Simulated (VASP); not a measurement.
# Si (a cell with a defect) in VASP: single point with PBE+D3(BJ)

Aim: the single point of Si (a cell with a defect) with PBE+D3(BJ).

All numbers are computed with VASP 6.6.1; they aren't measurements. Logs are shortened: lines on timing, memory, paths and dates and some standing lists are left out, and cuts for length are marked.

## (1) The cell of the first run

The cell holds a defect, 63 atoms: a = 10.860 Å, b = 10.860 Å, c = 10.860 Å, α = 90.00°, β = 90.00°, γ = 90.00°.

## (2) Single point, PBE+D3(BJ)

INCAR reads:

```
PREC = Accurate
ENCUT = 520
EDIFF = 1E-7
ISMEAR = 0
SIGMA = 0.02
LREAL = Auto
LASPH = T
NELM = 100
ALGO = Normal
ISIF = 2
LWAVE = F
LCHARG = T
GGA = PE
IVDW = 12
LELF = T
LVHAR = T
NBANDS = 163
```

KPOINTS reads:

```
regular mesh
0
Gamma
  1 1 1
```

POSCAR reads:

```
Si
1.0
   10.8600000000      0.0000000000      0.0000000000
    0.0000000000     10.8600000000      0.0000000000
    0.0000000000      0.0000000000     10.8600000000
Si
63
Direct
    0.5005911602      0.0006331492      0.0000957643
    0.6227017495      0.1252033149      0.1270983425
    0.7492033149      0.2499717311      0.0017671271
    0.8758057090      0.3736201657      0.1258277164
    0.7484701657     -0.0010348066      0.2497100368
    0.8745629834      0.1231940147      0.3738122468
    0.0008486188     -0.0000821363     -0.0027912523
    0.1215395028      0.1280379374      0.1286903315
    0.2480955801      0.2501287293      0.0021895028
    0.3686406998      0.3765058932      0.1296801105
    0.5001709024      0.5017363720      0.0010321363
    0.6273616943      0.6244685083      0.1246660221
    0.7519773481      0.7493501842     -0.0024174954
    0.8739273481      0.8758154696      0.1233134438
    0.2470543278      0.0035251381      0.2527954880
    0.3618256906      0.1376935543      0.3783466851
    0.4960805709      0.2514815838      0.2512479742
    0.6242065378      0.3746140884      0.3746810313
    0.7515454880      0.4999634438      0.2512440147
    0.8853992634      0.6154468692      0.3761622468
    0.4952131676      0.0061667587      0.4979546041
    0.6263808471      0.1220649171      0.6247907919
    0.7503761510      0.2482676796      0.4977230203
    0.8832873849      0.3708063536      0.6157818600
    0.7516060773     -0.0039812155      0.7487242173
    0.8715024862      0.1237933702      0.8756479742
   -0.0001053407      0.4995838858     -0.0003184162
    0.1229418969      0.6262327808      0.1254123389
    0.2495527624      0.7525874770      0.0010706262
    0.3730337937      0.8787029466      0.1263014733
    0.0012140884      0.2590379374      0.2601266114
    0.0778632597      0.4381695212      0.4530548803
    0.2405701657      0.5041636280      0.2596903315
    0.3759478821      0.6265022099      0.3762767035
    0.4999352670      0.7502698895      0.2460110497
    0.6217832413      0.8739797422      0.3746974217
    0.0010190608      0.0006906998      0.4998449355
    0.1255092081      0.1242543278      0.6269920810
    0.2333072744      0.2706420810      0.5073486188
    0.3783277164      0.3750987109      0.6289988950
    0.5008228361      0.4999657459      0.5005649171
    0.6271376611      0.6245899632      0.6235594843
    0.7536821363      0.7463543278      0.4967264273
    0.8774511971      0.8713038674      0.6219237569
    0.2504236648     -0.0016576427      0.7516694291
    0.3735851750      0.1244804788      0.8772104972
    0.5017964088      0.2457676796      0.7499433702
    0.6250195212      0.3719864641      0.8745457643
    0.7542481584      0.4981814917      0.7446162063
    0.8764676796      0.6227846225      0.8716285451
   -0.0011169429      0.7512540516      0.2493451197
    0.1247675875      0.8739490792      0.3758846225
    0.1329304788      0.6041315838      0.6082996317
    0.2521253223      0.7509444751      0.5007554328
    0.3760609576      0.8768760589      0.6257037753
    0.0005699816      0.2482843462      0.7507179558
    0.1252871087      0.3746948435      0.8754332413
    0.2542972376      0.5001427256      0.7541718232
    0.3755826888      0.6284828729      0.8779918969
    0.5014708103      0.7500298343      0.7486848066
    0.6247171271      0.8736723757      0.8752098527
    0.0028000921      0.7364236648      0.7363483425
    0.1224213628      0.8677671271      0.8692790055
```

Potentials or basis: VASP PAW PBE potentials, release 64 (Si).

Started as:

```console
cat potpaw_PBE.64/Si/POTCAR > POTCAR
mpirun -np 1 vasp_gam > vasp.out
```

OUTCAR:

```text
PREC = Accurate
   ENCUT = 520
   EDIFF = 1E-7
   ISMEAR = 0
   LREAL = Auto
   LASPH = T
   NELM = 100
   ISIF = 2
   GGA = PE
   IVDW = 12
 IVDW          = 12

 ion  position               nearest neighbor table
   1  0.501  0.001  0.000-   2 2.34  46 2.34  30 2.36  61 2.36
   2  0.623  0.125  0.127-   1 2.34   5 2.35   3 2.36  17 2.36
   3  0.749  0.250  0.002-  48 2.34   4 2.35  26 2.35   2 2.36
   4  0.876  0.374  0.126-   3 2.35  31 2.35  19 2.36  27 2.36
   5  0.748  0.999  0.250-   6 2.35   2 2.35  14 2.35  36 2.36
   6  0.875  0.123  0.374-  23 2.34   5 2.35  37 2.35  31 2.36
[... 23 lines left out ...]
  30  0.373  0.879  0.126-  29 2.35  35 2.35   1 2.36  15 2.37
  31  0.001  0.259  0.260-   4 2.35   6 2.36   8 2.40  32 2.98
  32  0.078  0.438  0.453-  53 2.54  39 2.55  33 2.84  24 2.85  20 2.96  31 2.98
  33  0.241  0.504  0.260-  28 2.35  34 2.35  10 2.42  32 2.84
  34  0.376  0.627  0.376-  54 2.34  33 2.35  41 2.36  35 2.37
  35  0.500  0.750  0.246-  36 2.35  12 2.35  30 2.35  34 2.37
  36  0.622  0.874  0.375-  35 2.35   5 2.36  43 2.39  21 2.40
  37  0.001  0.001  0.500-  52 2.35   6 2.35  44 2.35  38 2.35
  38  0.126  0.124  0.627-  56 2.34  37 2.35  45 2.35  39 2.36
[... 23 lines left out ...]
  62  0.003  0.736  0.736-  44 2.35  50 2.36  63 2.41  53 2.45
  63  0.122  0.868  0.869-  29 2.35  45 2.36   7 2.39  62 2.41

  LATTYP: Found a simple cubic cell.
 ALAT       =    10.8600000000

  Lattice vectors:

 A1 = (  10.8600000000,   0.0000000000,   0.0000000000)
 A2 = (   0.0000000000,  10.8600000000,   0.0000000000)
 A3 = (   0.0000000000,   0.0000000000,  10.8600000000)

Analysis of symmetry for initial positions (statically):
=====================================================================
 Subroutine PRICEL returns:
 Original cell was already a primitive cell.

 Routine SETGRP: Setting up the symmetry group for a
 simple cubic supercell.

 Subroutine GETGRP returns: Found  1 space group operations
 (whereof  1 operations were pure point group operations)
 out of a pool of 48 trial point group operations.

The static configuration has the point symmetry C_1 .

Analysis of symmetry for dynamics (positions and initial velocities):
=====================================================================
 Subroutine PRICEL returns:
 Original cell was already a primitive cell.

 Routine SETGRP: Setting up the symmetry group for a
 simple cubic supercell.

 Subroutine GETGRP returns: Found  1 space group operations
 (whereof  1 operations were pure point group operations)
 out of a pool of 48 trial point group operations.

The dynamic configuration has the point symmetry C_1 .

 Subroutine INISYM returns: Found  1 space group operations
 (whereof  1 operations are pure point group operations),
 and found     1 'primitive' translations

----------------------------------------------------------------------------------------

                                     Primitive cell

  volume of cell :    1280.8241

  direct lattice vectors                    reciprocal lattice vectors
    10.860000000  0.000000000  0.000000000     0.092081031  0.000000000  0.000000000
     0.000000000 10.860000000  0.000000000     0.000000000  0.092081031  0.000000000
     0.000000000  0.000000000 10.860000000     0.000000000  0.000000000  0.092081031

  length of vectors
    10.860000000 10.860000000 10.860000000     0.092081031  0.092081031  0.092081031

  position of ions in fractional coordinates (direct lattice)
     0.500591160  0.000633149  0.000095764
     0.622701750  0.125203315  0.127098342
     0.749203315  0.249971731  0.001767127
     0.875805709  0.373620166  0.125827716
     0.748470166  0.998965193  0.249710037
     0.874562983  0.123194015  0.373812247
[... 55 lines left out ...]
     0.002800092  0.736423665  0.736348343
     0.122421363  0.867767127  0.869279005

  ion indices of the primitive-cell ions
   primitive index   ion index
                 1           1
                 2           2
                 3           3
                 4           4
                 5           5
                 6           6
[... 55 lines left out ...]
                62          62
                63          63

----------------------------------------------------------------------------------------

 KPOINTS: regular mesh

Automatic generation of k-mesh.
 Grid dimensions read from file:
 generate k-points for:    1    1    1

 Generating k-lattice:

  Cartesian coordinates                     Fractional coordinates (reciprocal lattice)
     0.092081031  0.000000000  0.000000000     1.000000000  0.000000000  0.000000000
     0.000000000  0.092081031  0.000000000     0.000000000  1.000000000  0.000000000
     0.000000000  0.000000000  0.092081031     0.000000000  0.000000000  1.000000000

  Length of vectors
     0.092081031  0.092081031  0.092081031

  Shift w.r.t. Gamma in fractional coordinates (k-lattice)
     0.000000000  0.000000000  0.000000000

 Subroutine IBZKPT returns following result:
 ===========================================

 Found      1 irreducible k-points:

 Following reciprocal coordinates:
            Coordinates               Weight
  0.000000  0.000000  0.000000      1.000000
   k-points           NKPTS =      1   k-points in BZ     NKDIM =      1   number of bands    NBANDS=    163
   number of dos      NEDOS =    301   number of ions     NIONS =     63
   total plane-waves  NPLWV = 592704
   dimension x,y,z NGX =    84 NGY =   84 NGZ =   84
   dimension x,y,z NGXF=   168 NGYF=  168 NGZF=  168
   ions per type =              63
   NGX,Y,Z   is equivalent  to a cutoff of  12.86, 12.86, 12.86 a.u.
   NGXF,Y,Z  is equivalent  to a cutoff of  25.72, 25.72, 25.72 a.u.
 SYSTEM =  unknown system
   PREC   = accura    normal or accurate (medium, high low for compatibility)
   ISTART =      0    job   : 0-new  1-cont  2-samecut
   ICHARG =      2    charge: 1-file 2-atom 10-const
   ISPIN  =      1    spin polarized calculation?
   LNONCOLLINEAR =      F non collinear calculations
   LSORBIT =      F    spin-orbit coupling
   LASPH  =      T    aspherical Exc in radial PAW
   ENCUT  =  520.0 eV  38.22 Ry    6.18 a.u.  20.19 20.19 20.19*2*pi/ulx,y,z
   NELM   =    100;   NELMIN=  2; NELMDL= -5     # of ELM steps
   EDIFF  = 0.1E-06   stopping-criterion for ELM
   LREAL  =      T    real-space projection
   EDIFFG = 0.1E-05   stopping-criterion for IOM
   NSW    =      0    number of steps for IOM
   IBRION =     -1    ionic relax: 0-MD 1-quasi-New 2-CG
   NFREE  =      0    steps in history (QN), initial steepest desc. (CG)
   ISIF   =      2    stress and relaxation
   ISYM   =      2    0-nonsym 1-usesym 2-fastsym
   POTIM  = 0.5000    time-step for ionic-motion
   TEBEG  =    0.0;   TEEND  =   0.0 temperature during run
   PSTRESS=    0.0 pullay stress
   NELECT =     252.0000    total number of electrons
   NUPDOWN=      -1.0000    fix difference up-down
   EMIN   =  10.00;   EMAX   =-10.00  energy-range for DOS
   EFERMI =   0.00;   METHOD = LEGACY
   ISMEAR =     0;   SIGMA  =   0.02  broadening in eV -4-tet -1-fermi 0-gaus
   EFERMI_NEDOS =   21; number of points for ismear=-14 and -15
   IALGO  =     38    algorithm
   IMIX   =      4    mixing-type and parameters
     AMIX     =   0.40;   BMIX     =  1.00
     AMIX_MAG =   1.60;   BMIX_MAG =  1.00
  volume/ion in A,a.u.               =      20.33       137.20
  Fermi-wavevector in a.u.,A,eV,Ry     =   0.952164  1.799329 12.335269  0.906617
  Thomas-Fermi vector in A             =   2.080702
   LORBIT       =      0    0 simple, 1 ext, 2 COOP (PROOUT), +10 PAW based schemes
   GGA     = PE    functional components
   LHFCALC =     F    Hartree Fock is set to
   AEXX    =    0.0000 exact exchange contribution
   IVDW    =    12    specifies the selected vdW correction
   LEPSILON=     F    determine dielectric tensor
   LRPA    =     F    only Hartree local field effects (RPA)
 non-spin polarized calculation
 Gauss-broadening in eV      SIGMA  =   0.02
  energy-cutoff  :      520.00
  volume of cell :     1280.82
 maximum number of plane-waves:     17229
 NGX is ok and might be reduce to    84
   NGX = 41   NGY = 41   NGZ = 41

 number of electron     251.9999996 magnetization

 Free energy of the ion-electron system (eV)
  ---------------------------------------------------
  ext. energy  EPLUGINS =         0.00000000
  ---------------------------------------------------
  free energy    TOTEN  =      -331.65505159 eV

  energy without entropy =     -331.65453593  energy(sigma->0) =     -331.65479376

 E-fermi :   6.1653     XC(G=0):  -9.3465

 val. band max:        6.1263894617   @ k =   0.0000   0.0000   0.0000
 cond. band min:       6.2041461197   @ k =   0.0000   0.0000   0.0000
 fundamental gap:      0.0777566581
 Fermi energy:         6.1652677907

 k-point     1 :       0.0000    0.0000    0.0000
  band No.  band energies     occupation
      1      -6.1793      2.00000
      2      -5.1453      2.00000
      3      -5.1332      2.00000
      4      -5.1195      2.00000
      5      -5.1154      2.00000
      6      -5.0659      2.00000
[... 130 lines left out ...]
    137       6.9136      0.00000
    138       6.9260      0.00000
 [bands above 138 left out]

------------------------ aborting loop because EDIFF is reached ----------------------------------------

 Edisp (eV)  -19.94514

 E6    (eV) :   -11.6789

 E8    (eV) :    -8.2662

  FORCE on cell =-STRESS in cart. coord.  units (eV):
  Direction    XX          YY          ZZ          XY          YZ          ZX
  --------------------------------------------------------------------------------------
  -------------------------------------------------------------------------------------
  Total      -6.81289    -8.84128    -6.75061     3.99873    -2.81035     7.99573
  in kB      -8.52222   -11.05952    -8.44430     5.00199    -3.51546    10.00182
  external pressure =       -9.34 kB  Pullay stress =        0.00 kB

 VOLUME and BASIS-vectors are now :
 -----------------------------------------------------------------------------
  energy-cutoff  :      520.00
  volume of cell :     1280.82
      direct lattice vectors                 reciprocal lattice vectors
    10.860000000  0.000000000  0.000000000     0.092081031  0.000000000  0.000000000
     0.000000000 10.860000000  0.000000000     0.000000000  0.092081031  0.000000000
     0.000000000  0.000000000 10.860000000     0.000000000  0.000000000  0.092081031

 POSITION                                       TOTAL-FORCE (eV/Angst)
 -----------------------------------------------------------------------------------
      5.43642      0.00688      0.00104        -0.004425      0.003456     -0.002457
      6.76254      1.35971      1.38029         0.003977      0.000443      0.003160
      8.13635      2.71469      0.01919        -0.002792     -0.006565     -0.004503
      9.51125      4.05751      1.36649         0.007883      0.007382      0.010311
      8.12839     10.84876      2.71185        -0.001514      0.001473     -0.009528
      9.49775      1.33789      4.05960         0.004070      0.007658      0.007523
[... 55 lines left out ...]
      0.03041      7.99756      7.99674        -0.000216     -0.002110     -0.001476
      1.32950      9.42395      9.44037         0.009709      0.001348      0.007836
 -----------------------------------------------------------------------------------
    total drift:                                0.015918     -0.025603     -0.022122

  FREE ENERGIE OF THE ION-ELECTRON SYSTEM (eV)
  ---------------------------------------------------
  free  energy   TOTEN  =      -351.6001911719 eV

  energy  without entropy=     -351.5996755062  energy(sigma->0) =     -351.59993334
```

It took 11 min on 1 thread of Intel Xeon Platinum 8488C (Sapphire Rapids), shared host; peak memory 0.99 GiB.

Results:

```yaml
Free_energy: -351.6002 eV
Pressure: -0.9 GPa
Largest_force: 0.022 eV/Å
Dispersion_energy_per_atom: -0.317 eV
```

Forces on the atoms (eV/Å):
```
Si  -0.004  0.003 -0.002
Si   0.004  0.000  0.003
Si  -0.003 -0.007 -0.005
Si   0.008  0.007  0.010
Si  -0.002  0.001 -0.010
Si   0.004  0.008  0.008
Si  -0.012 -0.001 -0.005
Si   0.008  0.002  0.004
Si  -0.003  0.001  0.000
Si   0.001 -0.001  0.000
Si  -0.005  0.003 -0.004
Si   0.002 -0.006  0.002
Si  -0.002 -0.003 -0.001
Si   0.011 -0.001  0.003
Si  -0.004  0.002 -0.001
Si  -0.001  0.003 -0.002
Si  -0.003  0.004  0.004
Si   0.003 -0.001  0.001
Si  -0.005  0.004 -0.005
Si   0.001  0.001  0.003
Si  -0.006  0.003 -0.002
Si   0.000  0.002  0.000
Si  -0.002 -0.002 -0.004
Si   0.008 -0.002 -0.003
Si  -0.002 -0.004 -0.005
Si   0.005  0.005  0.003
Si  -0.004 -0.002 -0.004
Si   0.002  0.000  0.004
Si  -0.004 -0.002  0.001
Si   0.007 -0.004  0.002
Si  -0.002 -0.007 -0.005
Si   0.006 -0.015 -0.005
Si  -0.002  0.002 -0.007
Si  -0.001  0.001  0.005
Si   0.001  0.001 -0.006
Si   0.003 -0.001  0.011
Si   0.000 -0.001  0.000
Si   0.004 -0.004  0.003
Si  -0.017  0.013  0.000
Si   0.005  0.001  0.002
Si  -0.002  0.001 -0.002
Si   0.001 -0.001 -0.003
Si  -0.001 -0.002 -0.005
Si  -0.001  0.000  0.000
Si  -0.005  0.001 -0.006
Si   0.001  0.001  0.000
Si   0.002 -0.003 -0.003
Si   0.004  0.007  0.006
Si  -0.001 -0.001 -0.003
Si  -0.001  0.002  0.003
Si  -0.004  0.002 -0.001
Si  -0.002 -0.002  0.004
Si   0.003  0.001  0.009
Si  -0.002 -0.005 -0.005
Si   0.006 -0.001  0.002
Si  -0.003  0.002  0.002
Si  -0.001  0.000  0.002
Si   0.000 -0.003 -0.003
Si  -0.001 -0.001 -0.001
Si  -0.002 -0.001  0.000
Si   0.003 -0.001  0.005
Si   0.000 -0.002 -0.001
Si   0.010  0.001  0.008
```

Caveat: the k points lie up to 0.58 Å⁻¹ apart.
